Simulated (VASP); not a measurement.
# Ge (Im-3m) in VASP: notebook

The runs below take Ge through single point, with LDA.

Program: VASP 6.6.1. These are calculated values, not measurements. Logs are shortened: lines on timing, memory, paths and dates and some standing lists are left out, and cuts for length are marked.

**1. The cell of the first run**

The structure is cubic, space group Im-3m (No. 229). Conventional cell: a = 2.631 Å, b = 2.631 Å, c = 2.631 Å, α = 90.00°, β = 90.00°, γ = 90.00°. Ge (site symmetry m-3m) has 14 Ge at 2.28 to 2.63 Å within 3.0 Å.

**2. Single point, LDA (volume scaled by 0.511, to set the pressure)**

INCAR reads:

```
ALGO = Normal
EDIFF = 1E-6
ENCUT = 520
GGA = CA
ISIF = 2
ISMEAR = -1
LASPH = T
LCHARG = F
LREAL = F
LWAVE = F
NBANDS = 13
NELM = 80
PREC = Accurate
SIGMA = 0.1
```

KPOINTS reads:

```
k-points
0
Gamma
  20 20 20
```

POSCAR reads:

```
Ge
1.0
   -1.3155052429      1.3155052429      1.3155052429
    1.3155052429     -1.3155052429      1.3155052429
    1.3155052429      1.3155052429     -1.3155052429
Ge
1
Direct
    0.0000000000      0.0000000000      0.0000000000
```

Potentials or basis: VASP PAW LDA potentials, release 64 (Ge_d).

The run is started by

```sh
> cat potpaw_LDA.64/Ge_d/POTCAR > POTCAR
> mpirun -np 1 vasp_std > vasp.out
```

OUTCAR:

```text
EDIFF = 1E-6
   ENCUT = 520
   GGA = CA
   ISIF = 2
   ISMEAR = -1
   LASPH = T
   LREAL = F
   NELM = 80
   PREC = Accurate

 ion  position               nearest neighbor table
   1  0.000  0.000  0.000-

  LATTYP: Found a body centered cubic cell.
 ALAT       =     2.6310104858

  Lattice vectors:

 A1 = (  -1.3155052429,   1.3155052429,   1.3155052429)
 A2 = (   1.3155052429,  -1.3155052429,   1.3155052429)
 A3 = (   1.3155052429,   1.3155052429,  -1.3155052429)

Analysis of symmetry for initial positions (statically):
=====================================================================
 Subroutine PRICEL returns:
 Original cell was already a primitive cell.

 Routine SETGRP: Setting up the symmetry group for a
 body centered cubic supercell.

 Subroutine GETGRP returns: Found 48 space group operations
 (whereof 48 operations were pure point group operations)
 out of a pool of 48 trial point group operations.

The static configuration has the point symmetry O_h .

Analysis of symmetry for dynamics (positions and initial velocities):
=====================================================================
 Subroutine PRICEL returns:
 Original cell was already a primitive cell.

 Routine SETGRP: Setting up the symmetry group for a
 body centered cubic supercell.

 Subroutine GETGRP returns: Found 48 space group operations
 (whereof 48 operations were pure point group operations)
 out of a pool of 48 trial point group operations.

The dynamic configuration has the point symmetry O_h .

 Subroutine INISYM returns: Found 48 space group operations
 (whereof 48 operations are pure point group operations),
 and found     1 'primitive' translations

----------------------------------------------------------------------------------------

                                     Primitive cell

  volume of cell :       9.1062

  direct lattice vectors                    reciprocal lattice vectors
    -1.315505243  1.315505243  1.315505243     0.000000000  0.380082104  0.380082104
     1.315505243 -1.315505243  1.315505243     0.380082104  0.000000000  0.380082104
     1.315505243  1.315505243 -1.315505243     0.380082104  0.380082104  0.000000000

  length of vectors
     2.278521918  2.278521918  2.278521918     0.537517266  0.537517266  0.537517266

  position of ions in fractional coordinates (direct lattice)
     0.000000000  0.000000000  0.000000000

  ion indices of the primitive-cell ions
   primitive index   ion index
                 1           1

----------------------------------------------------------------------------------------

 KPOINTS: k-points

Automatic generation of k-mesh.
 Grid dimensions read from file:
 generate k-points for:   20   20   20

 Generating k-lattice:

  Cartesian coordinates                     Fractional coordinates (reciprocal lattice)
     0.000000000  0.019004105  0.019004105     0.050000000  0.000000000  0.000000000
     0.019004105  0.000000000  0.019004105     0.000000000  0.050000000  0.000000000
     0.019004105  0.019004105  0.000000000     0.000000000  0.000000000  0.050000000

  Length of vectors
     0.026875863  0.026875863  0.026875863

  Shift w.r.t. Gamma in fractional coordinates (k-lattice)
     0.000000000  0.000000000  0.000000000

 Subroutine IBZKPT returns following result:
 ===========================================

 Found    256 irreducible k-points:

 Following reciprocal coordinates:
            Coordinates               Weight
  0.000000  0.000000  0.000000      1.000000
  0.050000  0.000000  0.000000     12.000000
  0.100000  0.000000  0.000000     12.000000
  0.150000  0.000000  0.000000     12.000000
  0.200000  0.000000  0.000000     12.000000
  0.250000  0.000000  0.000000     12.000000
[... 16 lines left out ...]
  0.200000  0.100000  0.000000     48.000000
  0.250000  0.100000  0.000000     48.000000
 [... further k-points ...]
   k-points           NKPTS =    256   k-points in BZ     NKDIM =    256   number of bands    NBANDS=     13
   number of dos      NEDOS =    301   number of ions     NIONS =      1
   total plane-waves  NPLWV =   5832
   dimension x,y,z NGX =    18 NGY =   18 NGZ =   18
   dimension x,y,z NGXF=    36 NGYF=   36 NGZF=   36
   ions per type =               1
   NGX,Y,Z   is equivalent  to a cutoff of  13.13, 13.13, 13.13 a.u.
   NGXF,Y,Z  is equivalent  to a cutoff of  26.27, 26.27, 26.27 a.u.
 SYSTEM =  unknown system
   PREC   = accura    normal or accurate (medium, high low for compatibility)
   ISTART =      0    job   : 0-new  1-cont  2-samecut
   ICHARG =      2    charge: 1-file 2-atom 10-const
   ISPIN  =      1    spin polarized calculation?
   LNONCOLLINEAR =      F non collinear calculations
   LSORBIT =      F    spin-orbit coupling
   LASPH  =      T    aspherical Exc in radial PAW
   ENCUT  =  520.0 eV  38.22 Ry    6.18 a.u.   4.24  4.24  4.24*2*pi/ulx,y,z
   NELM   =     80;   NELMIN=  2; NELMDL= -5     # of ELM steps
   EDIFF  = 0.1E-05   stopping-criterion for ELM
   LREAL  =      F    real-space projection
   EDIFFG = 0.1E-04   stopping-criterion for IOM
   NSW    =      0    number of steps for IOM
   IBRION =     -1    ionic relax: 0-MD 1-quasi-New 2-CG
   NFREE  =      0    steps in history (QN), initial steepest desc. (CG)
   ISIF   =      2    stress and relaxation
   ISYM   =      2    0-nonsym 1-usesym 2-fastsym
   POTIM  = 0.5000    time-step for ionic-motion
   TEBEG  =    0.0;   TEEND  =   0.0 temperature during run
   PSTRESS=    0.0 pullay stress
   NELECT =      14.0000    total number of electrons
   NUPDOWN=      -1.0000    fix difference up-down
   EMIN   =  10.00;   EMAX   =-10.00  energy-range for DOS
   EFERMI =   0.00;   METHOD = LEGACY
   ISMEAR =    -1;   SIGMA  =   0.10  broadening in eV -4-tet -1-fermi 0-gaus
   EFERMI_NEDOS =   21; number of points for ismear=-14 and -15
   IALGO  =     38    algorithm
   IMIX   =      4    mixing-type and parameters
     AMIX     =   0.40;   BMIX     =  1.00
     AMIX_MAG =   1.60;   BMIX_MAG =  1.00
  volume/ion in A,a.u.               =       9.11        61.45
  Fermi-wavevector in a.u.,A,eV,Ry     =   1.889462  3.570566 48.573728  3.570068
  Thomas-Fermi vector in A             =   2.931049
   LORBIT       =      0    0 simple, 1 ext, 2 COOP (PROOUT), +10 PAW based schemes
   GGA     = CA    functional components
   LHFCALC =     F    Hartree Fock is set to
   AEXX    =    0.0000 exact exchange contribution
   IVDW    =     0    specifies the selected vdW correction
   LEPSILON=     F    determine dielectric tensor
   LRPA    =     F    only Hartree local field effects (RPA)
 non-spin polarized calculation
  energy-cutoff  :      520.00
  volume of cell :        9.11
 maximum number of plane-waves:       253
 NGX is ok and might be reduce to    18
   NGX =  9   NGY =  9   NGZ =  9

 number of electron      14.0000016 magnetization

 Free energy of the ion-electron system (eV)
  ---------------------------------------------------
  ext. energy  EPLUGINS =         0.00000000
  ---------------------------------------------------
  free energy    TOTEN  =        -1.26764697 eV

  energy without entropy =       -1.25923666  energy(sigma->0) =       -1.26344182

 E-fermi :  17.7400     XC(G=0): -15.8490

 val. band max:       17.7388993996   @ k =  -0.3500   0.3500   0.2500
 cond. band min:      17.7860742384   @ k =  -0.3500   0.4000   0.3000
 fundamental gap:      0.0471748387
 Fermi energy:        17.7399697633

 k-point     1 :       0.0000    0.0000    0.0000
  band No.  band energies     occupation
      1      -8.6130      2.00000
      2      -8.6130      2.00000
      3      -8.6130      2.00000
      4      -8.0336      2.00000
      5      -8.0336      2.00000
      6      -4.1434      2.00000
      7      37.5655      0.00000
      8      37.5655      0.00000
      9      37.5655      0.00000
     10      38.4934      0.00000
     11      38.4934      0.00000
     12      38.4934      0.00000
     13      40.3656      0.00000

 k-point     2 :       0.0500    0.0000    0.0000
  band No.  band energies     occupation
      1      -8.6200      2.00000
      2      -8.6091      2.00000
      3      -8.5911      2.00000
      4      -8.0407      2.00000
      5      -8.0335      2.00000
      6      -4.0306      2.00000
      7      35.3215      0.00000
      8      36.3466      0.00000
      9      36.8957      0.00000
     10      37.4825      0.00000
     11      37.7797      0.00000
     12      38.3720      0.00000
     13      41.3794      0.00000

 k-point     3 :       0.1000    0.0000    0.0000
  band No.  band energies     occupation
      1      -8.6404      2.00000
      2      -8.6009      2.00000
      3      -8.5273      2.00000
      4      -8.0605      2.00000
      5      -8.0330      2.00000
      6      -3.6895      2.00000
      7      31.7465      0.00000
      8      34.4747      0.00000
      9      35.3627      0.00000
     10      36.0744      0.00000
     11      37.1215      0.00000
     12      38.6738      0.00000
     13      42.2096      0.00000
[... 305 lines left out ...]
 k-point    23 :       0.2000    0.1000    0.0000
  band No.  band energies     occupation
      1      -8.7407      2.00000
      2      -8.6360      2.00000
      3      -8.1619      2.00000
      4      -8.1289      2.00000
      5      -8.0288      2.00000
      6      -0.8937      2.00000
      7      21.7414      0.00000
      8      25.8136      0.00000
      9      29.6148      0.00000
     10      35.1748      0.00000
     11      38.0999      0.00000
     12      40.0647      0.00000
     13      46.9467      0.00000

 k-point    24 :       0.2500    0.1000    0.0000
  band No.  band energies     occupation
      1      -8.7822      2.00000
      2      -8.6777      2.00000
      3      -8.1277      2.00000
      4      -8.0648      2.00000
      5      -7.9960      2.00000
      6       0.3943      2.00000
      7      18.6256      0.00028
      8      24.7941      0.00000
      9      28.5885      0.00000
     10      34.4730      0.00000
     11      38.0079      0.00000
     12      40.7766      0.00000
     13      48.3927      0.00000

 [... further k-points ...]
[... 5 lines left out ...]
  --------------------------------------------------------------------------------------
  -------------------------------------------------------------------------------------
  Total       14.0633560     14.0633560     14.0633560     -0.0000000      0.0000000     -0.0000000
  in kB     2474.3538786   2474.3538786   2474.3538786     -0.0000000      0.0000000     -0.0000000
  external PRESSURE =    2474.3538786 kB  Pullay stress =       0.0000000 kB

 VOLUME and BASIS-vectors are now :
 -----------------------------------------------------------------------------
  energy-cutoff  :      520.00
  volume of cell :        9.11
      direct lattice vectors                 reciprocal lattice vectors
    -1.315505243  1.315505243  1.315505243     0.000000000  0.380082104  0.380082104
     1.315505243 -1.315505243  1.315505243     0.380082104  0.000000000  0.380082104
     1.315505243  1.315505243 -1.315505243     0.380082104  0.380082104  0.000000000

 POSITION                                       TOTAL-FORCE (eV/Angst)
 -----------------------------------------------------------------------------------
      0.00000      0.00000      0.00000         0.000000      0.000000     -0.000000
 -----------------------------------------------------------------------------------
    total drift:                                0.000000     -0.000000      0.000000

  FREE ENERGIE OF THE ION-ELECTRON SYSTEM (eV)
  ---------------------------------------------------
  free  energy   TOTEN  =        -1.2676469747 eV

  energy  without entropy=       -1.2592366645  energy(sigma->0) =       -1.26344182
```

Wall time 59 s (1 thread of AMD EPYC 7R13, shared host); peak memory 0.11 GiB.

Results:

```
Free energy            : -1.2676 eV
Pressure               : 247.4 GPa
Band gap on the k mesh : zero (band 7 reaches 37.57 eV, above the bottom of band 8 at 12.16 eV)
```

Caveat: the cell differs from its parent crystal (volume scaled by 0.511, to set the pressure).

**3. Single point, LDA**

This run uses another cell than the first one, of 9.15 Å³/atom, 1.005 times its volume.

INCAR reads:

```
ALGO     = Normal         # electronic algorithm
EDIFF    = 1E-7           # SCF threshold, eV
ENCUT    = 520            # plane-wave cutoff, eV
GGA      = CA             # functional
ISIF     = 2              # what is computed and relaxed
ISMEAR   = -1             # smearing method
LASPH    = True           # aspherical terms in the spheres
LCHARG   = True           # write CHGCAR
LELF     = True           # ELF
LREAL    = False          # projectors in reciprocal space
LVHAR    = True         
LWAVE    = False          # write WAVECAR
NBANDS   = 13             # bands
NELM     = 100            # most SCF steps
PREC     = Accurate       # precision mode
SIGMA    = 0.1            # smearing width, eV
```

KPOINTS is that of step 2.

POSCAR reads:

```
Ge
1.0
   -1.3176984479      1.3176984479      1.3176984479
    1.3176984479     -1.3176984479      1.3176984479
    1.3176984479      1.3176984479     -1.3176984479
Ge
1
Direct
    0.0000000000      0.0000000000      0.0000000000
```

Potentials or basis: VASP PAW LDA potentials, release 64 (Ge_d).

The run is started by

```sh
> cat potpaw_LDA.64/Ge_d/POTCAR > POTCAR
> mpirun -np 1 vasp_std > vasp.out
```

Wall time 65 s (1 thread of AMD EPYC 7R13, shared host); peak memory 0.11 GiB.

The run converged. Its results:

```yaml
Free_energy: -1.3375 eV
Pressure: 242.8 GPa
Band_gap_on_the_k_mesh: zero (band 7 reaches 37.36 eV, above the bottom of band 8 at 12.05 eV)
```

Levels at points of the mesh, in eV from the Fermi level:
| k point | band 4 | band 5 | band 6 | band 7 | band 8 | band 9 | band 10 | band 11 |
| --- | --- | --- | --- | --- | --- | --- | --- | --- |
| (0.00, 0.00, 0.00) | -25.76 | -25.76 | -21.80 | 19.72 | 19.72 | 19.72 | 20.73 | 20.73 |
| (0.50, 0.00, 0.00) | -25.74 | -25.39 | -11.16 | -9.17 | 8.36 | 10.33 | 12.94 | 16.34 |
| (0.50, 0.50, 0.50) | -25.48 | -25.48 | -1.65 | -1.65 | -1.65 | 3.62 | 3.62 | 4.74 |
